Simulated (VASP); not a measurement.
Set up this calculation in VASP 6.6.1, as the native input.

```yaml
Task: relaxation of cell and atoms
Functional: PBE
Potentials_or_basis: VASP PAW PBE potentials, release 64 (Ti_sv, Si)
Cutoff: 500 eV
k_mesh: 2 × 2 × 2, shifted
Occupations: gaussian, width 0.1 eV
Spin: no spin polarisation
Dipole_correction: no
Further_INCAR_settings: LREAL = Auto; ALGO = Normal; EDIFF = 1e-07; ISYM = -1; IBRION = 2; EDIFFG = -0.04; NSW = 70; ISIF = 3
```

The structure of Ti7Si16 lies in POSCAR:

```
Ti7Si16
1.0
    0.0000000000      0.0000000000     -7.1584442808
   -1.7738039275     -6.7803428759     -3.5792221404
   -7.0952157102      0.0000000000     -3.5792221404
Ti Si
7 16
Direct
    0.2044456304      0.7879463136      0.0595748352
    0.6986654507      0.7939885594      0.0531554502
    0.4579269474      0.7929376818      0.5495739237
    0.0488061309      0.2082236261      0.4486781069
    0.5498293306      0.2075038846      0.4439175027
    0.7959176290      0.2086107056      0.9483834038
    0.2918710854      0.2059323227      0.9497557881
    0.4579623806      0.1188239157      0.2215498718
    0.9596551091      0.1154527703      0.2182266115
    0.2052119620      0.1218108002      0.7228401161
    0.7066980229      0.1161783857      0.7244882619
    0.7985197027      0.8792916267      0.2770593676
    0.2953334271      0.8837366646      0.2734785641
    0.5438142672      0.8820115262      0.7795307485
    0.0401285255      0.8820873354      0.7816645367
    0.6867397753      0.5002491412      0.3717273289
    0.1867382330      0.5027442144      0.3736893478
    0.4380965820      0.4990185084      0.8743862142
    0.9406211586      0.4986477431      0.8744516493
    0.5623363026      0.5037705054      0.1215554234
    0.0635424952      0.5006080833      0.1259953008
    0.3093536599      0.4969551196      0.6252025190
    0.8180224317      0.4952706264      0.6281247840
```

One way to write it, as run:

INCAR

```
SYSTEM = Ti7Si16
PREC = Accurate ; ENCUT = 500
EDIFF = 1E-7 ; ISMEAR = 0
SIGMA = 0.1 ; LREAL = Auto
LASPH = .True. ; NELM = 120
ALGO = Normal ; ISIF = 3
LWAVE = .False. ; LCHARG = .False.
GGA = PE ; IBRION = 2
NSW = 70 ; EDIFFG = -0.04
ISYM = -1 ; GGA_COMPAT = .False.
NELMIN = 4
```

KPOINTS

```
explicit points
4
Reciprocal
  0.25000000   0.25000000   0.25000000 2
  0.25000000   0.25000000   0.75000000 2
  0.25000000   0.75000000   0.25000000 2
  0.25000000   0.75000000   0.75000000 2
```

Potentials or basis: VASP PAW PBE potentials, release 64 (Ti_sv, Si).

Command:

```sh
$ cat potpaw_PBE.64/Ti_sv/POTCAR potpaw_PBE.64/Si/POTCAR > POTCAR
$ mpirun -np 1 vasp_std > vasp.out
```

Results of the run:

| Property | Result |
| --- | --- |
| Relaxed volume | 14.75 Å³/atom |
| Relaxed cell | a = 7.118 Å, b = 7.834 Å, c = 7.940 Å, α = 65.93°, β = 63.00°, γ = 62.74° |
| Space group after relaxing (to 0.1 Å) | Cm (No. 8) |
| Energy gained by relaxing | 23.1 meV/atom |
| Ionic steps | 12 |
| Pressure after relaxing | 0.0 GPa |
| Largest force after relaxing | 0.032 eV/Å |
| Band gap on the k mesh | zero (bands 74 and 75 overlap by 0.26 eV) |

Wall time 34 min on 1 thread of AMD EPYC 9R45 96-Core Processor (Zen 5), with other jobs on the host, peak memory 0.49 GiB.
